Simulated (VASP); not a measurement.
# GaP (F-43m) in VASP: notebook, part 2 of 2

VASP 6.6.1. The steps go on from the part before.

### Step 5. Single point, PBE

This run uses another cell than the first one: it holds 2 atoms, not 16.

File INCAR:

```
PREC = Accurate
ENCUT = 520
EDIFF = 1E-6
ISMEAR = 0
SIGMA = 0.02
LREAL = False
LASPH = True
NELM = 100
ALGO = Normal
ISIF = 2
LWAVE = False
LCHARG = False
GGA = PE
NBANDS = 16
```

File KPOINTS:

```
regular mesh
0
Gamma
  8 8 8
```

File POSCAR:

```
GaP
1.0
    0.0000000000      2.7201999130      2.7201999130
    2.7201999130      0.0000000000      2.7201999130
    2.7201999130      2.7201999130      0.0000000000
Ga P
1 1
Direct
    0.0000000000      0.0000000000      0.0000000000
    0.2500000000      0.2500000000      0.2500000000
```

Potentials or basis: VASP PAW PBE potentials, release 64 (Ga_d, P).

Started as:

```sh
> cat potpaw_PBE.64/Ga_d/POTCAR potpaw_PBE.64/P/POTCAR > POTCAR
> mpirun -np 1 vasp_std > vasp.out
```

OUTCAR:

```text
PREC = Accurate
   ENCUT = 520
   EDIFF = 1E-6
   ISMEAR = 0
   LREAL = False
   LASPH = True
   NELM = 100
   ISIF = 2
   GGA = PE

 ion  position               nearest neighbor table
   1  0.000  0.000  0.000-   2 2.36   2 2.36   2 2.36   2 2.36
   2  0.250  0.250  0.250-   1 2.36   1 2.36   1 2.36   1 2.36

  LATTYP: Found a face centered cubic cell.
 ALAT       =     5.4403998260

  Lattice vectors:

 A1 = (   0.0000000000,   2.7201999130,   2.7201999130)
 A2 = (   2.7201999130,   0.0000000000,   2.7201999130)
 A3 = (   2.7201999130,   2.7201999130,   0.0000000000)

Analysis of symmetry for initial positions (statically):
=====================================================================
 Subroutine PRICEL returns:
 Original cell was already a primitive cell.

 Routine SETGRP: Setting up the symmetry group for a
 face centered cubic supercell.

 Subroutine GETGRP returns: Found 24 space group operations
 (whereof 24 operations were pure point group operations)
 out of a pool of 48 trial point group operations.

The static configuration has the point symmetry T_d .

Analysis of symmetry for dynamics (positions and initial velocities):
=====================================================================
 Subroutine PRICEL returns:
 Original cell was already a primitive cell.

 Routine SETGRP: Setting up the symmetry group for a
 face centered cubic supercell.

 Subroutine GETGRP returns: Found 24 space group operations
 (whereof 24 operations were pure point group operations)
 out of a pool of 48 trial point group operations.

The dynamic configuration has the point symmetry T_d .

 Subroutine INISYM returns: Found 24 space group operations
 (whereof 24 operations are pure point group operations),
 and found     1 'primitive' translations

----------------------------------------------------------------------------------------

[... 111 lines left out ...]
     AMIX     =   0.40;   BMIX     =  1.00
     AMIX_MAG =   1.60;   BMIX_MAG =  1.00
  volume/ion in A,a.u.               =      20.13       135.83
  Fermi-wavevector in a.u.,A,eV,Ry     =   1.251857  2.365667 21.322327  1.567147
  Thomas-Fermi vector in A             =   2.385785
   LORBIT       =      0    0 simple, 1 ext, 2 COOP (PROOUT), +10 PAW based schemes
   GGA     = PE    functional components
   LHFCALC =     F    Hartree Fock is set to
   AEXX    =    0.0000 exact exchange contribution
   IVDW    =     0    specifies the selected vdW correction
   LEPSILON=     F    determine dielectric tensor
   LRPA    =     F    only Hartree local field effects (RPA)
 non-spin polarized calculation
 Gauss-broadening in eV      SIGMA  =   0.02
  energy-cutoff  :      520.00
  volume of cell :       40.26
 maximum number of plane-waves:      1106
 NGX is ok and might be reduce to    30

 number of electron      17.9999988 magnetization

 Free energy of the ion-electron system (eV)
  ---------------------------------------------------
  ext. energy  EPLUGINS =         0.00000000
  ---------------------------------------------------
  free energy    TOTEN  =        -9.11228741 eV

  energy without entropy =       -9.11228741  energy(sigma->0) =       -9.11228741

 E-fermi :   4.8455     XC(G=0):  -9.8584

 val. band max:        4.7092312512   @ k =   0.0000   0.0000   0.0000
 cond. band min:       6.3422634962   @ k =   0.3750   0.3750   0.0000
 fundamental gap:      1.6330322450
 Fermi energy:         4.8454717007

 k-point     1 :       0.0000    0.0000    0.0000
  band No.  band energies     occupation
      1      -9.8510      2.00000
      2      -9.8510      2.00000
      3      -9.8510      2.00000
      4      -9.7496      2.00000
      5      -9.7496      2.00000
      6      -7.8245      2.00000
[... 433 lines left out ...]
      3      -9.8073      2.00000
      4      -9.7548      2.00000
      5      -9.7422      2.00000
      6      -5.3310      2.00000
[... 8 lines left out ...]
     15      16.7343      0.00000
     16      17.2517      0.00000

 [... further k-points ...]

------------------------ aborting loop because EDIFF is reached ----------------------------------------

  FORCE on cell =-STRESS in cart. coord.  units (eV):
  Direction    XX          YY          ZZ          XY          YZ          ZX
  --------------------------------------------------------------------------------------
  -------------------------------------------------------------------------------------
  Total        0.7319356      0.7319356      0.7319356      0.0000000      0.0000000      0.0000000
  in kB       29.1307033     29.1307033     29.1307033      0.0000000      0.0000000      0.0000000
  external PRESSURE =      29.1307033 kB  Pullay stress =       0.0000000 kB

 VOLUME and BASIS-vectors are now :
 -----------------------------------------------------------------------------
  energy-cutoff  :      520.00
  volume of cell :       40.26
      direct lattice vectors                 reciprocal lattice vectors
     0.000000000  2.720199913  2.720199913    -0.183810020  0.183810020  0.183810020
     2.720199913  0.000000000  2.720199913     0.183810020 -0.183810020  0.183810020
     2.720199913  2.720199913  0.000000000     0.183810020  0.183810020 -0.183810020

 POSITION                                       TOTAL-FORCE (eV/Angst)
 -----------------------------------------------------------------------------------
      0.00000      0.00000      0.00000        -0.000000     -0.000000      0.000000
      1.36010      1.36010      1.36010         0.000000      0.000000     -0.000000
 -----------------------------------------------------------------------------------
    total drift:                                0.000002      0.000002      0.000001

  FREE ENERGIE OF THE ION-ELECTRON SYSTEM (eV)
  ---------------------------------------------------
  free  energy   TOTEN  =        -9.1122874090 eV

  energy  without entropy=       -9.1122874090  energy(sigma->0) =       -9.11228741
```

Wall time 9.4 s (1 thread of Intel Xeon 6975P-C (Granite Rapids), shared host); peak memory 0.17 GiB.

What came out:

- Free energy: -9.1123 eV
- Pressure: 2.9 GPa
- Band gap on the k mesh: 1.63 eV, indirect (least direct gap 1.87 eV)

Levels at points of the mesh, in eV from the valence-band top:
```tsv
k point	band 6	band 7	band 8	band 9	band 10	band 11	band 12	band 13
(0.00, 0.00, 0.00)	-12.53	0.00	0.00	0.00	1.87	3.89	3.89	3.89
(0.50, 0.00, 0.00)	-10.45	-6.66	-1.13	-1.13	1.69	4.72	4.72	8.30
(0.50, 0.50, 0.00)	-9.54	-6.78	-2.70	-2.70	1.64	1.82	10.64	10.64
```

A k mesh can miss the band edges. Expect the measured gap to be larger: semilocal functionals such as PBE lack the derivative discontinuity.

### Step 6. Single point, PBE

This run uses another cell than the first one: it holds 2 atoms, not 16.

Changes to INCAR since step 5:

```diff
@@ -7,3 +7,3 @@
 LASPH = True
-NELM = 100
+NELM = 60
 ALGO = Normal
```

KPOINTS is that of step 5.

File POSCAR:

```
GaP
1.0
    0.0000000000      2.7926770607      2.7926770607
    2.7926770607      0.0000000000      2.7926770607
    2.7926770607      2.7926770607      0.0000000000
Ga P
1 1
Direct
    0.0000000000      0.0000000000      0.0000000000
    0.2500000000      0.2500000000      0.2500000000
```

Potentials or basis: VASP PAW PBE potentials, release 64 (Ga_d, P).

Started as:

```sh
> cat potpaw_PBE.64/Ga_d/POTCAR potpaw_PBE.64/P/POTCAR > POTCAR
> mpirun -np 1 vasp_std > vasp.out
```

OUTCAR:

```text
PREC = Accurate
   ENCUT = 520
   EDIFF = 1E-6
   ISMEAR = 0
   LREAL = False
   LASPH = True
   NELM = 60
   ISIF = 2
   GGA = PE

 ion  position               nearest neighbor table
   1  0.000  0.000  0.000-   2 2.42   2 2.42   2 2.42   2 2.42
   2  0.250  0.250  0.250-   1 2.42   1 2.42   1 2.42   1 2.42

  LATTYP: Found a face centered cubic cell.
 ALAT       =     5.5853541214

  Lattice vectors:

 A1 = (   0.0000000000,   2.7926770607,   2.7926770607)
[... 642 lines left out ...]

------------------------ aborting loop because EDIFF is reached ----------------------------------------

  FORCE on cell =-STRESS in cart. coord.  units (eV):
  Direction    XX          YY          ZZ          XY          YZ          ZX
  --------------------------------------------------------------------------------------
  -------------------------------------------------------------------------------------
  Total       -0.8260733     -0.8260733     -0.8260733      0.0000000      0.0000000     -0.0000000
  in kB      -30.3834440    -30.3834440    -30.3834440      0.0000000      0.0000000     -0.0000000
  external PRESSURE =     -30.3834440 kB  Pullay stress =       0.0000000 kB

 VOLUME and BASIS-vectors are now :
 -----------------------------------------------------------------------------
  energy-cutoff  :      520.00
  volume of cell :       43.56
      direct lattice vectors                 reciprocal lattice vectors
     0.000000000  2.792677061  2.792677061    -0.179039677  0.179039677  0.179039677
     2.792677061  0.000000000  2.792677061     0.179039677 -0.179039677  0.179039677
     2.792677061  2.792677061  0.000000000     0.179039677  0.179039677 -0.179039677

 POSITION                                       TOTAL-FORCE (eV/Angst)
 -----------------------------------------------------------------------------------
      0.00000      0.00000      0.00000         0.000000     -0.000000     -0.000000
      1.39634      1.39634      1.39634        -0.000000      0.000000      0.000000
 -----------------------------------------------------------------------------------
    total drift:                                0.000002      0.000002      0.000002

  FREE ENERGIE OF THE ION-ELECTRON SYSTEM (eV)
  ---------------------------------------------------
  free  energy   TOTEN  =        -9.1079380377 eV

  energy  without entropy=       -9.1079380377  energy(sigma->0) =       -9.10793804
```

Run time: 9.5 s. Hardware: 1 thread of Intel Xeon 6975P-C (Granite Rapids), shared host; peak memory 0.17 GiB.

What came out:

```yaml
Free_energy: -9.1079 eV
Pressure: -3.0 GPa
Band_gap_on_the_k_mesh: 1.23 eV, direct
```

A k mesh can miss the band edges. A hybrid or GW would open this gap; PBE tends to underestimate it.

### Step 7. The runs side by side

```tsv
cell	k mesh	smearing	gap on the mesh (eV)	pressure (GPa)
a = 7.785 Å, angles 60.0°, 16 atoms	3 × 3 × 3	gaussian 0.01 eV	1.58	0.1
a = 3.784 Å, angles 60.0°, 2 atoms	8 × 8 × 8	gaussian 0.02 eV	1.53	7.9
a = 3.847 Å, angles 60.0°, 2 atoms	8 × 8 × 8	gaussian 0.02 eV	1.63	2.9
a = 3.949 Å, angles 60.0°, 2 atoms	8 × 8 × 8	gaussian 0.02 eV	1.23	-3.0
```

Alike in all rows: task single point; level PBE; potentials or basis VASP PAW PBE potentials, release 64 (Ga_d, P); no spin polarisation; cutoff (eV) 520.

Absolute energies hang on the potentials; compare differences alone.
